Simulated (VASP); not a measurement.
# Tc (P6/mmm) in VASP: single point with LDA

Aim: the single point of Tc with LDA.

Everything below comes from runs of VASP 6.6.1. Logs are shortened: lines on timing, memory, paths and dates and some standing lists are left out, and cuts for length are marked.

## 1. The cell of the first run

Symmetry: P6/mmm, No. 191, hexagonal system. Conventional cell: a = 2.875 Å, b = 2.875 Å, c = 2.973 Å, α = 90.00°, β = 90.00°, γ = 120.00°. Within 3.8 Å of Tc (site symmetry 6/mmm) lie 8 Tc at 2.88 to 2.97 Å.

## 2. Single point, LDA

Contents of INCAR:

```
PREC = Accurate ; ENCUT = 520
EDIFF = 1E-6 ; ISMEAR = -1
SIGMA = 0.1 ; LREAL = F
LASPH = T ; NELM = 80
ALGO = Normal ; ISIF = 2
LWAVE = F ; LCHARG = F
NBANDS = 20
```

Contents of KPOINTS:

```
regular mesh
0
Gamma
  9 9 4
```

Contents of POSCAR:

```
Tc
1.0
    2.8754320000      0.0000000000      0.0000000000
   -1.4377160000      2.4901970000      0.0000000000
    0.0000000000      0.0000000000      5.9458570000
Tc
2
Direct
    0.0000000000      0.0000000000      0.0000000000
    0.0000000000      0.0000000000      0.5000000000
```

Potentials or basis: VASP PAW LDA potentials, release 64 (Tc_pv).

The run is started by

```sh
cat potpaw_LDA.64/Tc_pv/POTCAR > POTCAR
mpirun -np 1 vasp_std > vasp.out
```

OUTCAR:

```text
PREC = Accurate
   ENCUT = 520
   EDIFF = 1E-6
   ISMEAR = -1
   LREAL = F
   LASPH = T
   NELM = 80
   ISIF = 2

 ion  position               nearest neighbor table
   1  0.000  0.000  0.000-   2 2.97   2 2.97
   2  0.000  0.000  0.500-   1 2.97   1 2.97

  LATTYP: Found a hexagonal cell.
 ALAT       =     2.8754320000
 C/A-ratio  =     2.0678134625

  Lattice vectors:

 A1 = (   2.8754320000,   0.0000000000,   0.0000000000)
 A2 = (  -1.4377160000,   2.4901970000,   0.0000000000)
 A3 = (   0.0000000000,   0.0000000000,   5.9458570000)

Analysis of symmetry for initial positions (statically):
=====================================================================
 Subroutine PRICEL returns following result:

  LATTYP: Found a hexagonal cell.
 ALAT       =     2.8754320000
 C/A-ratio  =     1.0339067312

  Lattice vectors:

 A1 = (   2.8754320000,   0.0000000000,   0.0000000000)
 A2 = (  -1.4377160000,   2.4901970000,   0.0000000000)
 A3 = (   0.0000000000,   0.0000000000,   2.9729285000)

   2 primitive cells build up your supercell.

 Routine SETGRP: Setting up the symmetry group for a
 hexagonal supercell.

 Subroutine GETGRP returns: Found 24 space group operations
 (whereof 24 operations were pure point group operations)
 out of a pool of 24 trial point group operations.

The static configuration has the point symmetry D_6h.

Analysis of symmetry for dynamics (positions and initial velocities):
=====================================================================
 Subroutine PRICEL returns following result:

  LATTYP: Found a hexagonal cell.
 ALAT       =     2.8754320000
 C/A-ratio  =     1.0339067312

  Lattice vectors:

 A1 = (   2.8754320000,   0.0000000000,   0.0000000000)
 A2 = (  -1.4377160000,   2.4901970000,   0.0000000000)
 A3 = (   0.0000000000,   0.0000000000,   2.9729285000)

   2 primitive cells build up your supercell.

 Routine SETGRP: Setting up the symmetry group for a
 hexagonal supercell.

 Subroutine GETGRP returns: Found 24 space group operations
 (whereof 24 operations were pure point group operations)
 out of a pool of 24 trial point group operations.

The dynamic configuration has the point symmetry D_6h.

 Subroutine INISYM returns: Found 24 space group operations
 (whereof 24 operations are pure point group operations),
 and found     2 'primitive' translations

----------------------------------------------------------------------------------------

                                     Primitive cell

  volume of cell :      21.2873

  direct lattice vectors                    reciprocal lattice vectors
     2.875432000  0.000000000  0.000000000     0.347773830  0.200787327  0.000000000
    -1.437716000  2.490197000  0.000000000     0.000000000  0.401574655  0.000000000
     0.000000000  0.000000000  2.972928500     0.000000000  0.000000000  0.336368668

  length of vectors
     2.875432000  2.875431862  2.972928500     0.401574635  0.401574655  0.336368668

  position of ions in fractional coordinates (direct lattice)
     0.000000000  0.000000000  0.000000000

  ion indices of the primitive-cell ions
   primitive index   ion index
                 1           1

----------------------------------------------------------------------------------------

 KPOINTS: regular mesh

Automatic generation of k-mesh.
 Grid dimensions read from file:
 generate k-points for:    9    9    4

 Generating k-lattice:

  Cartesian coordinates                     Fractional coordinates (reciprocal lattice)
     0.038641537  0.022309703  0.000000000     0.111111111  0.000000000  0.000000000
     0.000000000  0.044619406  0.000000000     0.000000000  0.111111111  0.000000000
     0.000000000  0.000000000  0.042046084     0.000000000  0.000000000  0.250000000

  Length of vectors
     0.044619404  0.044619406  0.042046084

  Shift w.r.t. Gamma in fractional coordinates (k-lattice)
     0.000000000  0.000000000  0.000000000

 Subroutine IBZKPT returns following result:
 ===========================================

 Found     36 irreducible k-points:

 Following reciprocal coordinates:
            Coordinates               Weight
  0.000000  0.000000  0.000000      1.000000
  0.111111  0.000000  0.000000      6.000000
  0.222222  0.000000  0.000000      6.000000
  0.333333  0.000000  0.000000      6.000000
  0.444444  0.000000  0.000000      6.000000
  0.111111  0.111111  0.000000      6.000000
[... 16 lines left out ...]
  0.333333  0.222222  0.250000     24.000000
  0.333333  0.333333  0.250000      4.000000
 [... further k-points ...]
   k-points           NKPTS =     36   k-points in BZ     NKDIM =     36   number of bands    NBANDS=     20
   number of dos      NEDOS =    301   number of ions     NIONS =      2
   total plane-waves  NPLWV =  27648
   dimension x,y,z NGX =    24 NGY =   24 NGZ =   48
   dimension x,y,z NGXF=    48 NGYF=   48 NGZF=   96
   ions per type =               2
   NGX,Y,Z   is equivalent  to a cutoff of  13.88, 13.88, 13.42 a.u.
   NGXF,Y,Z  is equivalent  to a cutoff of  27.75, 27.75, 26.84 a.u.
 SYSTEM =  unknown system
   PREC   = accura    normal or accurate (medium, high low for compatibility)
   ISTART =      0    job   : 0-new  1-cont  2-samecut
   ICHARG =      2    charge: 1-file 2-atom 10-const
   ISPIN  =      1    spin polarized calculation?
   LNONCOLLINEAR =      F non collinear calculations
   LSORBIT =      F    spin-orbit coupling
   LASPH  =      T    aspherical Exc in radial PAW
   ENCUT  =  520.0 eV  38.22 Ry    6.18 a.u.   5.35  5.35 11.06*2*pi/ulx,y,z
   NELM   =     80;   NELMIN=  2; NELMDL= -5     # of ELM steps
   EDIFF  = 0.1E-05   stopping-criterion for ELM
   LREAL  =      F    real-space projection
   EDIFFG = 0.1E-04   stopping-criterion for IOM
   NSW    =      0    number of steps for IOM
   IBRION =     -1    ionic relax: 0-MD 1-quasi-New 2-CG
   NFREE  =      0    steps in history (QN), initial steepest desc. (CG)
   ISIF   =      2    stress and relaxation
   ISYM   =      2    0-nonsym 1-usesym 2-fastsym
   POTIM  = 0.5000    time-step for ionic-motion
   TEBEG  =    0.0;   TEEND  =   0.0 temperature during run
   PSTRESS=    0.0 pullay stress
   NELECT =      26.0000    total number of electrons
   NUPDOWN=      -1.0000    fix difference up-down
   EMIN   =  10.00;   EMAX   =-10.00  energy-range for DOS
   EFERMI =   0.00;   METHOD = LEGACY
   ISMEAR =    -1;   SIGMA  =   0.10  broadening in eV -4-tet -1-fermi 0-gaus
   EFERMI_NEDOS =   21; number of points for ismear=-14 and -15
   IALGO  =     38    algorithm
   IMIX   =      4    mixing-type and parameters
     AMIX     =   0.40;   BMIX     =  1.00
     AMIX_MAG =   1.60;   BMIX_MAG =  1.00
  volume/ion in A,a.u.               =      21.29       143.65
  Fermi-wavevector in a.u.,A,eV,Ry     =   1.388936  2.624708 26.247582  1.929143
  Thomas-Fermi vector in A             =   2.513014
   LORBIT       =      0    0 simple, 1 ext, 2 COOP (PROOUT), +10 PAW based schemes
   GGA     = CA    functional components
   LHFCALC =     F    Hartree Fock is set to
   AEXX    =    0.0000 exact exchange contribution
   IVDW    =     0    specifies the selected vdW correction
   LEPSILON=     F    determine dielectric tensor
   LRPA    =     F    only Hartree local field effects (RPA)
 non-spin polarized calculation
  energy-cutoff  :      520.00
  volume of cell :       42.57
 maximum number of plane-waves:      1174
 NGX is ok and might be reduce to    24
   NGX = 11   NGY = 11   NGZ = 23

 number of electron      25.9999999 magnetization

 Free energy of the ion-electron system (eV)
  ---------------------------------------------------
  ext. energy  EPLUGINS =         0.00000000
  ---------------------------------------------------
  free energy    TOTEN  =       -19.22790840 eV

  energy without entropy =      -19.05609260  energy(sigma->0) =      -19.14200050

 E-fermi :   7.0399     XC(G=0): -11.7385

 val. band max:        7.0338450400   @ k =   0.2222   0.2222   0.5000
 cond. band min:       7.0699513906   @ k =   0.2222   0.1111   0.5000
 fundamental gap:      0.0361063506
 Fermi energy:         7.0398930961

 k-point     1 :       0.0000    0.0000    0.0000
  band No.  band energies     occupation
      1     -31.8101      2.00000
      2     -31.5179      2.00000
      3     -31.3117      2.00000
      4     -31.3117      2.00000
      5     -31.2903      2.00000
      6     -31.2903      2.00000
[... 12 lines left out ...]
     19      11.4104      0.00000
     20      18.6864      0.00000

 k-point     2 :       0.1111    0.0000    0.0000
  band No.  band energies     occupation
      1     -31.7998      2.00000
      2     -31.5099      2.00000
      3     -31.3813      2.00000
      4     -31.3581      2.00000
      5     -31.3281      2.00000
      6     -31.3064      2.00000
[... 12 lines left out ...]
     19      11.4551      0.00000
     20      19.4291      0.00000

 k-point     3 :       0.2222    0.0000    0.0000
  band No.  band energies     occupation
      1     -31.7735      2.00000
      2     -31.5548      2.00000
      3     -31.5276      2.00000
      4     -31.4895      2.00000
      5     -31.3694      2.00000
      6     -31.3468      2.00000
[... 12 lines left out ...]
     19      11.5806      0.00000
     20      20.0213      0.00000

 k-point     4 :       0.3333    0.0000    0.0000
  band No.  band energies     occupation
      1     -31.7478      2.00000
      2     -31.7435      2.00000
      3     -31.7163      2.00000
      4     -31.4661      2.00000
      5     -31.4159      2.00000
      6     -31.3925      2.00000
[... 12 lines left out ...]
     19      11.7686      0.00000
     20      16.9311      0.00000

 k-point     5 :       0.4444    0.0000    0.0000
  band No.  band energies     occupation
      1     -31.8715      2.00000
      2     -31.8374      2.00000
      3     -31.7238      2.00000
      4     -31.4509      2.00000
      5     -31.4460      2.00000
      6     -31.4222      2.00000
[... 12 lines left out ...]
     19      12.3165      0.00000
     20      14.5253      0.00000

 k-point     6 :       0.1111    0.1111    0.0000
  band No.  band energies     occupation
      1     -31.7814      2.00000
      2     -31.4966      2.00000
      3     -31.4956      2.00000
      4     -31.4706      2.00000
      5     -31.3633      2.00000
      6     -31.3407      2.00000
[... 12 lines left out ...]
     19      11.5489      0.00000
     20      20.7279      0.00000

 k-point     7 :       0.2222    0.1111    0.0000
  band No.  band energies     occupation
      1     -31.7533      2.00000
      2     -31.6652      2.00000
      3     -31.6356      2.00000
      4     -31.4737      2.00000
      5     -31.4216      2.00000
      6     -31.3980      2.00000
[... 12 lines left out ...]
     19      11.7998      0.00000
     20      18.4926      0.00000
[... 277 lines left out ...]
 k-point    20 :       0.3333    0.1111    0.2500
  band No.  band energies     occupation
      1     -31.8054      2.00000
      2     -31.7823      2.00000
      3     -31.6889      2.00000
      4     -31.4952      2.00000
      5     -31.4696      2.00000
      6     -31.4523      2.00000
[... 12 lines left out ...]
     19      14.7131      0.00000
     20      15.7219      0.00000

 k-point    21 :       0.4444    0.1111    0.2500
  band No.  band energies     occupation
      1     -31.8618      2.00000
      2     -31.8378      2.00000
      3     -31.6794      2.00000
      4     -31.4901      2.00000
      5     -31.4871      2.00000
      6     -31.4723      2.00000
[... 12 lines left out ...]
     19      13.4283      0.00000
     20      13.9627      0.00000

 k-point    22 :       0.2222    0.2222    0.2500
  band No.  band energies     occupation
      1     -31.7530      2.00000
      2     -31.7309      2.00000
      3     -31.6905      2.00000
      4     -31.5095      2.00000
      5     -31.4967      2.00000
      6     -31.4914      2.00000
[... 12 lines left out ...]
     19      15.3834      0.00000
     20      16.9701      0.00000

 k-point    23 :       0.3333    0.2222    0.2500
  band No.  band energies     occupation
      1     -31.7965      2.00000
      2     -31.7736      2.00000
      3     -31.6761      2.00000
      4     -31.5853      2.00000
      5     -31.5660      2.00000
      6     -31.4845      2.00000
[... 12 lines left out ...]
     19      14.4682      0.00000
     20      15.3715      0.00000

 k-point    24 :       0.3333    0.3333    0.2500
  band No.  band energies     occupation
      1     -31.7122      2.00000
      2     -31.7122      2.00000
      3     -31.6907      2.00000
      4     -31.6907      2.00000
      5     -31.6711      2.00000
      6     -31.4803      2.00000
[... 12 lines left out ...]
     19      14.2846      0.00000
     20      14.3919      0.00000

 [... further k-points ...]
[... 5 lines left out ...]
  --------------------------------------------------------------------------------------
  -------------------------------------------------------------------------------------
  Total      -11.7939000    -11.7938985    -10.3003382      0.0000000      0.0000000      0.0000000
  in kB     -443.8301049   -443.8300483   -387.6241245      0.0000000      0.0000000      0.0000000
  external PRESSURE =    -425.0947592 kB  Pullay stress =       0.0000000 kB

 VOLUME and BASIS-vectors are now :
 -----------------------------------------------------------------------------
  energy-cutoff  :      520.00
  volume of cell :       42.57
      direct lattice vectors                 reciprocal lattice vectors
     2.875432000  0.000000000  0.000000000     0.347773830  0.200787327  0.000000000
    -1.437716000  2.490197000  0.000000000     0.000000000  0.401574655  0.000000000
     0.000000000  0.000000000  5.945857000     0.000000000  0.000000000  0.168184334

 POSITION                                       TOTAL-FORCE (eV/Angst)
 -----------------------------------------------------------------------------------
      0.00000      0.00000      0.00000         0.000000      0.000000     -0.000000
      0.00000      0.00000      2.97293         0.000000      0.000000      0.000000
 -----------------------------------------------------------------------------------
    total drift:                                0.000000     -0.000000      0.000000

  FREE ENERGIE OF THE ION-ELECTRON SYSTEM (eV)
  ---------------------------------------------------
  free  energy   TOTEN  =       -19.2279084032 eV

  energy  without entropy=      -19.0560925967  energy(sigma->0) =      -19.14200050
```

Run time: 20 s. Hardware: 1 thread of AMD EPYC 9R45 (Zen 5), shared host; peak memory 0.13 GiB.

What came out:

```
Free energy            : -19.2279 eV
Pressure               : -42.5 GPa
Band gap on the k mesh : zero (band 13 reaches 7.94 eV, above the bottom of band 14 at 6.11 eV)
```
